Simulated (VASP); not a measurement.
# SrTiO3 (P4/mmm) in VASP: single point with r2SCAN

Aim: the single point of SrTiO3 with r2SCAN.

Program: VASP 6.6.1. These are calculated values, not measurements. Logs are shortened: lines on timing, memory, paths and dates and some standing lists are left out, and cuts for length are marked.

## (1) The cell of the first run

Symmetry: P4/mmm, No. 123, tetragonal system. The conventional cell has a = 4.007 Å, b = 4.007 Å, c = 3.851 Å, α = 90.00°, β = 90.00°, γ = 90.00°. Sr (site symmetry 4/mmm) has 12 O at 2.78 to 2.83 Å and 8 Ti at 3.43 Å within 3.7 Å. Ti (site symmetry 4/mmm) has 6 O at 1.93 to 2.00 Å within 2.6 Å. O (site symmetry mmm) has 2 Ti at 2.00 Å and 4 Sr at 2.78 Å and 8 O at 2.78 to 2.83 Å within 2.9 Å. Within 2.6 Å of O (site symmetry 4/mmm) lie 2 Ti at 1.93 Å.

## (2) Single point, r2SCAN

POSCAR reads:

```
SrTiO3
1.0
    4.0065530061      0.0000000000      0.0000000000
    0.0000000000      4.0065530061      0.0000000000
    0.0000000000      0.0000000000      3.8510429625
Sr Ti O
1 1 3
Direct
    0.0000000000      0.0000000000      0.0000000000
    0.5000000000      0.5000000000      0.5000000000
    0.0000000000      0.5000000000      0.5000000000
    0.5000000000      0.0000000000      0.5000000000
    0.5000000000      0.5000000000      0.0000000000
```

INCAR.step1 reads:

```
SYSTEM = SrTiO3
ALGO = Normal
EDIFF = 1E-4
ENCUT = 520
GGA = PE
ISMEAR = 0
LASPH = .True.
LCHARG = .False.
LREAL = .False.
LWAVE = .True.
NBANDS = 28
NELM = 100
PREC = Accurate
SIGMA = 0.02
```

INCAR.step2 reads:

```
SYSTEM = SrTiO3
ALGO = Normal
EDIFF = 1E-7
ENCUT = 520
ISIF = 2
ISMEAR = 0
ISTART = 1
LASPH = .True.
LCHARG = .False.
LMIXTAU = .True.
LREAL = .False.
LWAVE = .False.
METAGGA = R2SCAN
NBANDS = 28
NELM = 100
PREC = Accurate
SIGMA = 0.02
```

KPOINTS reads:

```
k-points
0
Gamma
  7 7 7
  0 0 0
```

Potentials or basis: VASP PAW PBE potentials, release 64 (Sr_sv, Ti_sv, O).

On the command line:

```sh
> cat potpaw_PBE.64/Sr_sv/POTCAR potpaw_PBE.64/Ti_sv/POTCAR potpaw_PBE.64/O/POTCAR > POTCAR
> cp INCAR.step1 INCAR
> mpirun -np 1 vasp_std > vasp.out
> cp INCAR.step2 INCAR
> mpirun -np 1 vasp_std > vasp.out
```

OUTCAR:

```text
SYSTEM = SrTiO3
   EDIFF = 1E-7
   ENCUT = 520
   ISIF = 2
   ISMEAR = 0
   ISTART = 1
   LASPH = .True.
   LREAL = .False.
   METAGGA = R2SCAN
   NELM = 100
   PREC = Accurate

 ion  position               nearest neighbor table
   1  0.000  0.000  0.000-   3 2.78   4 2.78   3 2.78   4 2.78   3 2.78   3 2.78   4 2.78   4 2.78
                             5 2.83   5 2.83   5 2.83   5 2.83   2 3.43   2 3.43   2 3.43   2 3.43
   2  0.500  0.500  0.500-   5 1.93   5 1.93   3 2.00   4 2.00   4 2.00   3 2.00   1 3.43   1 3.43
                             1 3.43   1 3.43   1 3.43   1 3.43   1 3.43   1 3.43
   3  0.000  0.500  0.500-   2 2.00   2 2.00   1 2.78   1 2.78   1 2.78   1 2.78
   4  0.500  0.000  0.500-   2 2.00   2 2.00   1 2.78   1 2.78   1 2.78   1 2.78
   5  0.500  0.500  0.000-   2 1.93   2 1.93   1 2.83   1 2.83   1 2.83   1 2.83

  LATTYP: Found a simple tetragonal cell.
 ALAT       =     4.0065530061
 C/A-ratio  =     0.9611860761

  Lattice vectors:

 A1 = (   4.0065530061,   0.0000000000,   0.0000000000)
 A2 = (   0.0000000000,   4.0065530061,   0.0000000000)
 A3 = (   0.0000000000,   0.0000000000,   3.8510429625)

Analysis of symmetry for initial positions (statically):
=====================================================================
 Subroutine PRICEL returns:
 Original cell was already a primitive cell.

 Routine SETGRP: Setting up the symmetry group for a
 simple tetragonal supercell.

 Subroutine GETGRP returns: Found 16 space group operations
 (whereof 16 operations were pure point group operations)
 out of a pool of 16 trial point group operations.

The static configuration has the point symmetry D_4h.

Analysis of symmetry for dynamics (positions and initial velocities):
=====================================================================
 Subroutine PRICEL returns:
 Original cell was already a primitive cell.

 Routine SETGRP: Setting up the symmetry group for a
 simple tetragonal supercell.

 Subroutine GETGRP returns: Found 16 space group operations
 (whereof 16 operations were pure point group operations)
 out of a pool of 16 trial point group operations.

The dynamic configuration has the point symmetry D_4h.

 Subroutine INISYM returns: Found 16 space group operations
 (whereof 16 operations are pure point group operations),
 and found     1 'primitive' translations

----------------------------------------------------------------------------------------

                                     Primitive cell

  volume of cell :      61.8187

  direct lattice vectors                    reciprocal lattice vectors
     4.006553006  0.000000000  0.000000000     0.249591107  0.000000000  0.000000000
     0.000000000  4.006553006  0.000000000     0.000000000  0.249591107  0.000000000
     0.000000000  0.000000000  3.851042963     0.000000000  0.000000000  0.259669915

  length of vectors
     4.006553006  4.006553006  3.851042963     0.249591107  0.249591107  0.259669915

  position of ions in fractional coordinates (direct lattice)
     0.000000000  0.000000000  0.000000000
     0.500000000  0.500000000  0.500000000
     0.000000000  0.500000000  0.500000000
     0.500000000  0.000000000  0.500000000
     0.500000000  0.500000000  0.000000000

  ion indices of the primitive-cell ions
   primitive index   ion index
                 1           1
                 2           2
                 3           3
                 4           4
                 5           5

----------------------------------------------------------------------------------------

 KPOINTS: k-points

Automatic generation of k-mesh.
 Grid dimensions read from file:
 generate k-points for:    7    7    7

 Generating k-lattice:

  Cartesian coordinates                     Fractional coordinates (reciprocal lattice)
     0.035655872  0.000000000  0.000000000     0.142857143  0.000000000  0.000000000
     0.000000000  0.035655872  0.000000000     0.000000000  0.142857143  0.000000000
     0.000000000  0.000000000  0.037095702     0.000000000  0.000000000  0.142857143

  Length of vectors
     0.035655872  0.035655872  0.037095702

  Shift w.r.t. Gamma in fractional coordinates (k-lattice)
     0.000000000  0.000000000  0.000000000

 Subroutine IBZKPT returns following result:
 ===========================================

 Found     40 irreducible k-points:

 Following reciprocal coordinates:
            Coordinates               Weight
  0.000000  0.000000  0.000000      1.000000
  0.142857  0.000000  0.000000      4.000000
  0.285714  0.000000  0.000000      4.000000
  0.428571  0.000000  0.000000      4.000000
  0.142857  0.142857  0.000000      4.000000
  0.285714  0.142857  0.000000      8.000000
[... 16 lines left out ...]
  0.285714  0.000000  0.285714      8.000000
  0.428571  0.000000  0.285714      8.000000
 [... further k-points ...]
   k-points           NKPTS =     40   k-points in BZ     NKDIM =     40   number of bands    NBANDS=     28
   number of dos      NEDOS =    301   number of ions     NIONS =      5
   total plane-waves  NPLWV =  27000
   dimension x,y,z NGX =    30 NGY =   30 NGZ =   30
   dimension x,y,z NGXF=    60 NGYF=   60 NGZF=   60
   ions per type =               1   1   3
   NGX,Y,Z   is equivalent  to a cutoff of  12.45, 12.45, 12.95 a.u.
   NGXF,Y,Z  is equivalent  to a cutoff of  24.90, 24.90, 25.90 a.u.
 SYSTEM =  SrTiO3
   PREC   = accura    normal or accurate (medium, high low for compatibility)
   ISTART =      1    job   : 0-new  1-cont  2-samecut
   ICHARG =      0    charge: 1-file 2-atom 10-const
   ISPIN  =      1    spin polarized calculation?
   LNONCOLLINEAR =      F non collinear calculations
   LSORBIT =      F    spin-orbit coupling
   LASPH  =      T    aspherical Exc in radial PAW
   ENCUT  =  520.0 eV  38.22 Ry    6.18 a.u.   7.45  7.45  7.16*2*pi/ulx,y,z
   NELM   =    100;   NELMIN=  2; NELMDL=  0     # of ELM steps
   EDIFF  = 0.1E-06   stopping-criterion for ELM
   LREAL  =      F    real-space projection
   EDIFFG = 0.1E-05   stopping-criterion for IOM
   NSW    =      0    number of steps for IOM
   IBRION =     -1    ionic relax: 0-MD 1-quasi-New 2-CG
   NFREE  =      0    steps in history (QN), initial steepest desc. (CG)
   ISIF   =      2    stress and relaxation
   ISYM   =      2    0-nonsym 1-usesym 2-fastsym
   POTIM  = 0.5000    time-step for ionic-motion
   TEBEG  =    0.0;   TEEND  =   0.0 temperature during run
   PSTRESS=    0.0 pullay stress
   NELECT =      40.0000    total number of electrons
   NUPDOWN=      -1.0000    fix difference up-down
   EMIN   =  10.00;   EMAX   =-10.00  energy-range for DOS
   EFERMI =   0.00;   METHOD = LEGACY
   ISMEAR =     0;   SIGMA  =   0.02  broadening in eV -4-tet -1-fermi 0-gaus
   EFERMI_NEDOS =   21; number of points for ismear=-14 and -15
   IALGO  =     38    algorithm
   IMIX   =      4    mixing-type and parameters
     AMIX     =   0.40;   BMIX     =  1.00
     AMIX_MAG =   1.60;   BMIX_MAG =  1.00
  volume/ion in A,a.u.               =      12.36        83.43
  Fermi-wavevector in a.u.,A,eV,Ry     =   1.415972  2.675800 27.279378  2.004978
  Thomas-Fermi vector in A             =   2.537355
   LORBIT       =      0    0 simple, 1 ext, 2 COOP (PROOUT), +10 PAW based schemes
   METAGGA = R2SCAN    functional components
   LHFCALC =     F    Hartree Fock is set to
   AEXX    =    0.0000 exact exchange contribution
   IVDW    =     0    specifies the selected vdW correction
   LEPSILON=     F    determine dielectric tensor
   LRPA    =     F    only Hartree local field effects (RPA)
 non-spin polarized calculation
 Gauss-broadening in eV      SIGMA  =   0.02
  energy-cutoff  :      520.00
  volume of cell :       61.82
 maximum number of plane-waves:      1679
 NGX is ok and might be reduce to    30
   NGX = 15   NGY = 15   NGZ = 15

 number of electron      39.9999990 magnetization

 Free energy of the ion-electron system (eV)
  ---------------------------------------------------
  ext. energy  EPLUGINS =         0.00000000
  ---------------------------------------------------
  free energy    TOTEN  =       -63.25543466 eV

  energy without entropy =      -63.25543466  energy(sigma->0) =      -63.25543466

 E-fermi :   3.7235     XC(G=0): -11.7207

 val. band max:        3.4847195833   @ k =   0.4286   0.4286   0.4286
 cond. band min:       5.6979013071   @ k =   0.0000   0.0000   0.0000
 fundamental gap:      2.2131817237
 Fermi energy:         3.7235170438

 k-point     1 :       0.0000    0.0000    0.0000
  band No.  band energies     occupation
      1     -55.2899      2.00000
      2     -30.4865      2.00000
      3     -30.4527      2.00000
      4     -30.4527      2.00000
      5     -30.4406      2.00000
      6     -14.7749      2.00000
[... 20 lines left out ...]
     27       9.6621      0.00000
     28      10.3060      0.00000

 k-point     2 :       0.1429    0.0000    0.0000
  band No.  band energies     occupation
      1     -55.2897      2.00000
      2     -30.4943      2.00000
      3     -30.4862      2.00000
      4     -30.4523      2.00000
      5     -30.4064      2.00000
      6     -14.7871      2.00000
[... 20 lines left out ...]
     27       9.9646      0.00000
     28      10.7519      0.00000

 k-point     3 :       0.2857    0.0000    0.0000
  band No.  band energies     occupation
      1     -55.2892      2.00000
      2     -30.5391      2.00000
      3     -30.4853      2.00000
      4     -30.4515      2.00000
      5     -30.3778      2.00000
      6     -14.8507      2.00000
[... 20 lines left out ...]
     27      10.6844      0.00000
     28      11.9844      0.00000

 k-point     4 :       0.4286    0.0000    0.0000
  band No.  band energies     occupation
      1     -55.2888      2.00000
      2     -30.5673      2.00000
      3     -30.4847      2.00000
      4     -30.4508      2.00000
      5     -30.3626      2.00000
      6     -14.9241      2.00000
[... 578 lines left out ...]
     27      11.0574      0.00000
     28      12.1139      0.00000

 k-point    23 :       0.2857    0.0000    0.2857
  band No.  band energies     occupation
      1     -55.2879      2.00000
      2     -30.5607      2.00000
      3     -30.5013      2.00000
      4     -30.4494      2.00000
      5     -30.3814      2.00000
      6     -14.5292      2.00000
[... 20 lines left out ...]
     27      11.7602      0.00000
     28      12.2880      0.00000

 k-point    24 :       0.4286    0.0000    0.2857
  band No.  band energies     occupation
      1     -55.2875      2.00000
      2     -30.5466      2.00000
      3     -30.5288      2.00000
      4     -30.4487      2.00000
      5     -30.3814      2.00000
      6     -14.4888      2.00000
[... 20 lines left out ...]
     27      12.4151      0.00000
     28      12.5163      0.00000

 [... further k-points ...]

------------------------ aborting loop because EDIFF is reached ----------------------------------------

  FORCE on cell =-STRESS in cart. coord.  units (eV):
  Direction    XX          YY          ZZ          XY          YZ          ZX
  --------------------------------------------------------------------------------------
  -------------------------------------------------------------------------------------
  Total       -3.1076315     -3.1076315      0.3630966      0.0000000      0.0000000      0.0000000
  in kB      -80.5415426    -80.5415426      9.4104991      0.0000000      0.0000000      0.0000000
  external PRESSURE =     -50.5575287 kB  Pullay stress =       0.0000000 kB

 VOLUME and BASIS-vectors are now :
 -----------------------------------------------------------------------------
  energy-cutoff  :      520.00
  volume of cell :       61.82
      direct lattice vectors                 reciprocal lattice vectors
     4.006553006  0.000000000  0.000000000     0.249591107  0.000000000  0.000000000
     0.000000000  4.006553006  0.000000000     0.000000000  0.249591107  0.000000000
     0.000000000  0.000000000  3.851042963     0.000000000  0.000000000  0.259669915

 POSITION                                       TOTAL-FORCE (eV/Angst)
 -----------------------------------------------------------------------------------
      0.00000      0.00000      0.00000         0.000000      0.000000      0.000000
      2.00328      2.00328      1.92552         0.000000      0.000000      0.000000
      0.00000      2.00328      1.92552         0.000000      0.000000      0.000000
      2.00328      0.00000      1.92552         0.000000      0.000000      0.000000
      2.00328      2.00328      0.00000         0.000000      0.000000      0.000000
 -----------------------------------------------------------------------------------
    total drift:                                0.000000      0.000000     -0.000000

  FREE ENERGIE OF THE ION-ELECTRON SYSTEM (eV)
  ---------------------------------------------------
  free  energy   TOTEN  =       -63.2554346612 eV

  energy  without entropy=      -63.2554346612  energy(sigma->0) =      -63.25543466
```

Run time: 3.2 min. Hardware: 1 thread of Intel Xeon Platinum 8559C (Emerald Rapids), shared host; peak memory 0.21 GiB.

Results:

| Item | Value |
| --- | --- |
| Free energy | -63.2554 eV |
| Pressure | -5.1 GPa |
| Band gap on the k mesh | 2.21 eV (least direct gap 2.54 eV) |

Levels at points of the mesh, in eV from the valence-band top:
```csv
k point,band 17,band 18,band 19,band 20,band 21,band 22,band 23,band 24
"(0.00, 0.00, 0.00)",-0.99,-0.34,-0.34,-0.32,2.21,2.28,2.28,4.24
```

Caveat: the cell stands under tension; the PAW data sets were made with another functional, which shifts forces and pressure a little; an odd mesh through Γ misses points on the zone boundary, where band edges can lie.
